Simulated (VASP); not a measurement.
# Si (P6/mmm) in VASP: a series of runs, part 2 of 2

VASP 6.6.1.

## (4) Single point, LDA (strain +0.025 along x and y, +0.000 along z)

INCAR

```
PREC = Accurate ; ENCUT = 520
EDIFF = 1E-6 ; ISMEAR = 0
SIGMA = 0.15 ; LREAL = False
LASPH = True ; NELM = 100
ALGO = Normal ; ISIF = 2
LWAVE = False ; LCHARG = False
GGA = CA ; NBANDS = 8
```

KPOINTS

```
regular mesh
0
Gamma
  24 24 20
```

POSCAR

```
Si
1.0
    2.6860563853      0.0000000000      0.0000000000
   -1.3430281927      2.3261930656      0.0000000000
    0.0000000000      0.0000000000      2.4663543900
Si
1
Direct
    0.0000000000      0.0000000000      0.0000000000
```

Potentials or basis: VASP PAW LDA potentials, release 64 (Si).

Launch:

```sh
$ cat potpaw_LDA.64/Si/POTCAR > POTCAR
$ mpirun -np 1 vasp_std > vasp.out
```

OUTCAR:

```text
PREC = Accurate
   ENCUT = 520
   EDIFF = 1E-6
   ISMEAR = 0
   LREAL = False
   LASPH = True
   NELM = 100
   ISIF = 2
   GGA = CA

 ion  position               nearest neighbor table
   1  0.000  0.000  0.000-

  LATTYP: Found a hexagonal cell.
 ALAT       =     2.6860563853
 C/A-ratio  =     0.9182064842

  Lattice vectors:

 A1 = (   2.6860563853,   0.0000000000,   0.0000000000)
 A2 = (  -1.3430281927,   2.3261930656,   0.0000000000)
 A3 = (   0.0000000000,   0.0000000000,   2.4663543900)

Analysis of symmetry for initial positions (statically):
=====================================================================
 Subroutine PRICEL returns:
 Original cell was already a primitive cell.

 Routine SETGRP: Setting up the symmetry group for a
 hexagonal supercell.

 Subroutine GETGRP returns: Found 24 space group operations
 (whereof 24 operations were pure point group operations)
 out of a pool of 24 trial point group operations.

The static configuration has the point symmetry D_6h.

Analysis of symmetry for dynamics (positions and initial velocities):
=====================================================================
 Subroutine PRICEL returns:
 Original cell was already a primitive cell.

 Routine SETGRP: Setting up the symmetry group for a
 hexagonal supercell.

 Subroutine GETGRP returns: Found 24 space group operations
 (whereof 24 operations were pure point group operations)
 out of a pool of 24 trial point group operations.

The dynamic configuration has the point symmetry D_6h.

 Subroutine INISYM returns: Found 24 space group operations
 (whereof 24 operations are pure point group operations),
 and found     1 'primitive' translations

----------------------------------------------------------------------------------------

                                     Primitive cell

[... 109 lines left out ...]
  volume/ion in A,a.u.               =      15.41       104.00
  Fermi-wavevector in a.u.,A,eV,Ry     =   1.044294  1.973429 14.837828  1.090550
  Thomas-Fermi vector in A             =   2.179040
   LORBIT       =      0    0 simple, 1 ext, 2 COOP (PROOUT), +10 PAW based schemes
   GGA     = CA    functional components
   LHFCALC =     F    Hartree Fock is set to
   AEXX    =    0.0000 exact exchange contribution
   IVDW    =     0    specifies the selected vdW correction
   LEPSILON=     F    determine dielectric tensor
   LRPA    =     F    only Hartree local field effects (RPA)
 non-spin polarized calculation
 Gauss-broadening in eV      SIGMA  =   0.15
  energy-cutoff  :      520.00
  volume of cell :       15.41
 maximum number of plane-waves:       435
 NGX is ok and might be reduce to    20
   NGX =  9   NGY =  9   NGZ =  9

 number of electron       4.0000000 magnetization

 Free energy of the ion-electron system (eV)
  ---------------------------------------------------
  ext. energy  EPLUGINS =         0.00000000
  ---------------------------------------------------
  free energy    TOTEN  =        -5.72116541 eV

  energy without entropy =       -5.71621123  energy(sigma->0) =       -5.71868832

 E-fermi :   9.0583     XC(G=0): -10.9527

 val. band max:        9.0475594175   @ k =   0.2083   0.2083   0.0500
 cond. band min:       9.0593526584   @ k =   0.2500   0.0833   0.2500
 fundamental gap:      0.0117932409
 Fermi energy:         9.0582898120

 k-point     1 :       0.0000    0.0000    0.0000
  band No.  band energies     occupation
      1      -4.6299      2.00000
      2      16.7375      0.00000
      3      17.3580      0.00000
      4      18.2846      0.00000
      5      18.2846      0.00000
      6      20.8408      0.00000
      7      20.8408      0.00000
      8      26.1664      0.00000
[... 243 lines left out ...]
 k-point    24 :       0.4583    0.0417    0.0000
  band No.  band energies     occupation
      1       1.1816      2.00000
      2       2.7852      2.00000
      3      12.7919      0.00000
      4      16.1930      0.00000
      5      21.6285      0.00000
      6      24.6114      0.00000
      7      25.3714      0.00000
      8      28.2854      0.00000

 [... further k-points ...]

------------------------ aborting loop because EDIFF is reached ----------------------------------------

  FORCE on cell =-STRESS in cart. coord.  units (eV):
  Direction    XX          YY          ZZ          XY          YZ          ZX
  --------------------------------------------------------------------------------------
  -------------------------------------------------------------------------------------
  Total       -0.6481899     -0.6481899     -0.2773064      0.0000000     -0.0000000      0.0000000
  in kB      -67.3901602    -67.3901602    -28.8306320      0.0000000     -0.0000000      0.0000000
  external PRESSURE =     -54.5369841 kB  Pullay stress =       0.0000000 kB

 VOLUME and BASIS-vectors are now :
 -----------------------------------------------------------------------------
  energy-cutoff  :      520.00
  volume of cell :       15.41
      direct lattice vectors                 reciprocal lattice vectors
     2.686056385  0.000000000  0.000000000     0.372293004  0.214943466  0.000000000
    -1.343028193  2.326193066  0.000000000     0.000000000  0.429886932  0.000000000
     0.000000000  0.000000000  2.466354390     0.000000000  0.000000000  0.405456736

 POSITION                                       TOTAL-FORCE (eV/Angst)
 -----------------------------------------------------------------------------------
      0.00000      0.00000      0.00000         0.000000      0.000000      0.000000
 -----------------------------------------------------------------------------------
    total drift:                               -0.000000     -0.000000      0.000000

  FREE ENERGIE OF THE ION-ELECTRON SYSTEM (eV)
  ---------------------------------------------------
  free  energy   TOTEN  =        -5.7211654063 eV

  energy  without entropy=       -5.7162112257  energy(sigma->0) =       -5.71868832
```

stdout:

```text
POSCAR found type information on POSCAR Si
 POSCAR found :  1 types and       1 ions
 scaLAPACK will be used
 LDA part: xc-table for (Slater(with rela. corr.)+CA(PZ))
 , standard interpolation
 POSCAR, INCAR and KPOINTS ok, starting setup
 FFT: planning ... GRIDC
 FFT: planning ... GRID_SOFT
 FFT: planning ... GRID
 WAVECAR not read
 entering main loop
```

Run time: 52 s. Hardware: 1 thread of Intel Xeon 8259CL, shared host; peak memory 0.17 GiB.

Results:

```yaml
Free_energy: -5.7212 eV
Pressure: -5.5 GPa
Band_gap_on_the_k_mesh: zero (bands 2 and 3 overlap by 12.08 eV)
```

Stress tensor (GPa, compression positive):
```
-6.74  0.00  0.00
 0.00 -6.74  0.00
 0.00  0.00 -2.88
```

Caveat: the cell differs from its parent crystal (strain +0.025 along x and y, +0.000 along z); the cell stands under tension.

## (5) Single point, LDA (strain +0.050 along x and y, -0.025 along z)

INCAR

```
SYSTEM = Si
  PREC = Accurate
  ENCUT = 520
  EDIFF = 1E-6
  ISMEAR = 0
  SIGMA = 0.15
  LREAL = .False.
  LASPH = .True.
  NELM = 60
  ALGO = Normal
  ISIF = 2
  LWAVE = .False.
  LCHARG = .False.
  GGA = CA
  NBANDS = 8
```

KPOINTS

```
regular mesh
0
Gamma
  24 24 20
  0 0 0
```

POSCAR

```
Si
1.0
    2.7515699556      0.0000000000      0.0000000000
   -1.3757849778      2.3829294819      0.0000000000
    0.0000000000      0.0000000000      2.4046955302
Si
1
Direct
    0.0000000000      0.0000000000      0.0000000000
```

Launch:

```sh
$ cat potpaw_LDA.64/Si/POTCAR > POTCAR
$ mpirun -np 1 vasp_std > vasp.out
```

It took 52 s on 1 thread of Intel Xeon 8259CL, shared host; peak memory 0.17 GiB.

The run converged. Its results:

| Quantity | Value |
| --- | --- |
| Free energy | -5.6832 eV |
| Pressure | -6.3 GPa |
| Band gap on the k mesh | zero (bands 2 and 3 overlap by 12.33 eV) |

Stress tensor (GPa, compression positive):
```
-10.30   0.00   0.00
  0.00 -10.30   0.00
  0.00   0.00   1.69
```

Levels at points of the mesh, in eV from the Fermi level:
```tsv
k point	band 1	band 2	band 3	band 4	band 5
(0.00, 0.00, 0.00)	-13.49	7.94	8.15	8.15	9.68
(0.50, 0.00, 0.00)	-8.02	-6.41	3.88	5.87	13.55
(0.00, 0.00, 0.50)	-8.02	-6.65	12.10	12.10	14.51
(0.50, 0.00, 0.50)	-2.48	-2.03	-1.71	1.80	7.96
```

Caveat: the cell differs from its parent crystal (strain +0.050 along x and y, -0.025 along z); the cell stands under tension.

## (6) Single point, LDA (strain +0.025 along x and y, +0.025 along z)

INCAR

```
PREC = Accurate
ENCUT = 520
EDIFF = 1E-6
ISMEAR = 0
SIGMA = 0.15
LREAL = False
LASPH = True
NELM = 100
ALGO = Normal
ISIF = 2
LWAVE = False
LCHARG = False
GGA = CA
NBANDS = 8
```

KPOINTS

```
regular mesh
0
Gamma
  24 24 20
```

POSCAR

```
Si
1.0
    2.6860563853      0.0000000000      0.0000000000
   -1.3430281927      2.3261930656      0.0000000000
    0.0000000000      0.0000000000      2.5280132497
Si
1
Direct
    0.0000000000      0.0000000000      0.0000000000
```

Potentials or basis: VASP PAW LDA potentials, release 64 (Si).

Launch:

```sh
$ cat potpaw_LDA.64/Si/POTCAR > POTCAR
$ mpirun -np 1 vasp_std > vasp.out
```

OUTCAR:

```text
PREC = Accurate
   ENCUT = 520
   EDIFF = 1E-6
   ISMEAR = 0
   LREAL = False
   LASPH = True
   NELM = 100
   ISIF = 2
   GGA = CA

 ion  position               nearest neighbor table
   1  0.000  0.000  0.000-

  LATTYP: Found a hexagonal cell.
 ALAT       =     2.6860563853
 C/A-ratio  =     0.9411616463

  Lattice vectors:

 A1 = (   2.6860563853,   0.0000000000,   0.0000000000)
 A2 = (  -1.3430281927,   2.3261930656,   0.0000000000)
 A3 = (   0.0000000000,   0.0000000000,   2.5280132497)

Analysis of symmetry for initial positions (statically):
=====================================================================
 Subroutine PRICEL returns:
 Original cell was already a primitive cell.

 Routine SETGRP: Setting up the symmetry group for a
 hexagonal supercell.

 Subroutine GETGRP returns: Found 24 space group operations
 (whereof 24 operations were pure point group operations)
 out of a pool of 24 trial point group operations.

The static configuration has the point symmetry D_6h.

Analysis of symmetry for dynamics (positions and initial velocities):
=====================================================================
 Subroutine PRICEL returns:
 Original cell was already a primitive cell.

 Routine SETGRP: Setting up the symmetry group for a
 hexagonal supercell.

 Subroutine GETGRP returns: Found 24 space group operations
 (whereof 24 operations were pure point group operations)
 out of a pool of 24 trial point group operations.

The dynamic configuration has the point symmetry D_6h.

 Subroutine INISYM returns: Found 24 space group operations
 (whereof 24 operations are pure point group operations),
 and found     1 'primitive' translations

----------------------------------------------------------------------------------------

                                     Primitive cell

[... 109 lines left out ...]
  volume/ion in A,a.u.               =      15.80       106.59
  Fermi-wavevector in a.u.,A,eV,Ry     =   1.035734  1.957253 14.595571  1.072744
  Thomas-Fermi vector in A             =   2.170091
   LORBIT       =      0    0 simple, 1 ext, 2 COOP (PROOUT), +10 PAW based schemes
   GGA     = CA    functional components
   LHFCALC =     F    Hartree Fock is set to
   AEXX    =    0.0000 exact exchange contribution
   IVDW    =     0    specifies the selected vdW correction
   LEPSILON=     F    determine dielectric tensor
   LRPA    =     F    only Hartree local field effects (RPA)
 non-spin polarized calculation
 Gauss-broadening in eV      SIGMA  =   0.15
  energy-cutoff  :      520.00
  volume of cell :       15.80
 maximum number of plane-waves:       438
 NGX is ok and might be reduce to    20
   NGX =  9   NGY =  9   NGZ =  9

 number of electron       4.0000000 magnetization

 Free energy of the ion-electron system (eV)
  ---------------------------------------------------
  ext. energy  EPLUGINS =         0.00000000
  ---------------------------------------------------
  free energy    TOTEN  =        -5.70739906 eV

  energy without entropy =       -5.70286330  energy(sigma->0) =       -5.70513118

 E-fermi :   8.7360     XC(G=0): -10.8548

 val. band max:        8.7314124456   @ k =   0.2917   0.0000   0.2000
 cond. band min:       8.7396303310   @ k =   0.2083   0.0417   0.2500
 fundamental gap:      0.0082178854
 Fermi energy:         8.7360085124

 k-point     1 :       0.0000    0.0000    0.0000
  band No.  band energies     occupation
      1      -4.7350      2.00000
      2      16.1427      0.00000
      3      16.1980      0.00000
      4      18.1720      0.00000
      5      18.1720      0.00000
      6      20.6874      0.00000
      7      20.6874      0.00000
      8      26.0094      0.00000
[... 243 lines left out ...]
 k-point    24 :       0.4583    0.0417    0.0000
  band No.  band energies     occupation
      1       1.1018      2.00000
      2       2.6563      2.00000
      3      12.6703      0.00000
      4      16.0547      0.00000
      5      20.4270      0.00000
      6      23.5215      0.00000
      7      24.6326      0.00000
      8      27.1221      0.00000

 [... further k-points ...]

------------------------ aborting loop because EDIFF is reached ----------------------------------------

  FORCE on cell =-STRESS in cart. coord.  units (eV):
  Direction    XX          YY          ZZ          XY          YZ          ZX
  --------------------------------------------------------------------------------------
  -------------------------------------------------------------------------------------
  Total       -0.7197795     -0.7197795     -0.8486466      0.0000000     -0.0000000     -0.0000000
  in kB      -73.0078943    -73.0078943    -86.0790057      0.0000000     -0.0000000     -0.0000000
  external PRESSURE =     -77.3649314 kB  Pullay stress =       0.0000000 kB

 VOLUME and BASIS-vectors are now :
 -----------------------------------------------------------------------------
  energy-cutoff  :      520.00
  volume of cell :       15.80
      direct lattice vectors                 reciprocal lattice vectors
     2.686056385  0.000000000  0.000000000     0.372293004  0.214943466  0.000000000
    -1.343028193  2.326193066  0.000000000     0.000000000  0.429886932  0.000000000
     0.000000000  0.000000000  2.528013250     0.000000000  0.000000000  0.395567547

 POSITION                                       TOTAL-FORCE (eV/Angst)
 -----------------------------------------------------------------------------------
      0.00000      0.00000      0.00000         0.000000      0.000000      0.000000
 -----------------------------------------------------------------------------------
    total drift:                               -0.000000     -0.000000      0.000000

  FREE ENERGIE OF THE ION-ELECTRON SYSTEM (eV)
  ---------------------------------------------------
  free  energy   TOTEN  =        -5.7073990645 eV

  energy  without entropy=       -5.7028633045  energy(sigma->0) =       -5.70513118
```

OSZICAR:

```text
N       E                     dE             d eps       ncg     rms          rms(c)
DAV:   1    -0.287889268518E+01   -0.28789E+01   -0.17706E+03 11368   0.378E+02
DAV:   2    -0.569980974996E+01   -0.28209E+01   -0.27179E+01 15680   0.311E+01
DAV:   3    -0.572085027314E+01   -0.21041E-01   -0.21016E-01 12440   0.280E+00
DAV:   4    -0.572088079611E+01   -0.30523E-04   -0.30522E-04 17624   0.114E-01
DAV:   5    -0.572088080389E+01   -0.77884E-08   -0.80974E-08 12640   0.115E-03    0.272E+00
DAV:   6    -0.571234349350E+01    0.85373E-02   -0.29143E-03 12448   0.225E-01    0.153E+00
DAV:   7    -0.570745045141E+01    0.48930E-02   -0.53574E-03 12560   0.311E-01    0.127E-01
DAV:   8    -0.570739922455E+01    0.51227E-04   -0.13712E-04 14384   0.634E-02    0.108E-02
DAV:   9    -0.570739906451E+01    0.16004E-06   -0.33723E-06 14976   0.142E-02
   1 F= -.57073991E+01 E0= -.57051312E+01  d E =-.453576E-02
```

Wall time 62 s (1 thread of Intel Xeon 8259CL, shared host); peak memory 0.17 GiB.

Results:

| Quantity | Value |
| --- | --- |
| Free energy | -5.7074 eV |
| Pressure | -7.7 GPa |
| Band gap on the k mesh | zero (bands 2 and 3 overlap by 11.62 eV) |

Caveat: the cell differs from its parent crystal (strain +0.025 along x and y, +0.025 along z); the cell stands under tension.

## (7) Overview

| cell | gap on the mesh (eV) | pressure (GPa) |
| --- | --- | --- |
| a = 2.621, b = 2.621, c = 2.590 Å, angles 90.0, 90.0, 120.0°, 1 atom | none | -5.7 |
| a = 2.752, b = 2.752, c = 2.343 Å, angles 90.0, 90.0, 120.0°, 1 atom | none | -2.8 |
| a = 2.686, b = 2.686, c = 2.466 Å, angles 90.0, 90.0, 120.0°, 1 atom | none | -5.5 |
| a = 2.752, b = 2.752, c = 2.405 Å, angles 90.0, 90.0, 120.0°, 1 atom | none | -6.3 |
| a = 2.686, b = 2.686, c = 2.528 Å, angles 90.0, 90.0, 120.0°, 1 atom | none | -7.7 |

Alike in all rows: task single point; level LDA; potentials or basis VASP PAW LDA potentials, release 64 (Si); no spin polarisation; k mesh 24 × 24 × 20; cutoff (eV) 520; smearing gaussian 0.15 eV.

Caveats: the cell stands under tension (at least some runs).

Absolute energies hang on the potentials; compare differences alone.
